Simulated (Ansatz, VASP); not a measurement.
## Ga in VASP and in Ansatz

```xyz
2
Lattice="0.0000 2.8885 2.8885 2.8885 0.0000 2.8885 2.8885 2.8885 0.0000" Properties=species:S:1:pos:R:3 pbc="T T T"
Ga    0.7221    0.7221    0.7221
Ga    5.0549    5.0549    5.0549
```

Alike in both runs: functional r2SCAN; k mesh 9 × 9 × 9; occupations fermi-dirac, width 0.1 eV; no spin polarisation.

Ansatz relaxed the structure, and its values are those at the end. VASP's run is a single point on that final structure, the one shown.

```csv
,VASP,Ansatz
version,VASP 6.6.1,Ansatz 0.2.0
potentials or method,"VASP PAW PBE potentials, release 64 (Ga_d), cutoff 520 eV","plane waves (500 eV) with PAW, scalar-relativistic"
valence electrons in the cell,26,26
```

```csv
,VASP,Ansatz,Ansatz less VASP
pressure (GPa),0.0,0.0,-0.08
```

VASP's potentials were made for PBE, not for r2SCAN.
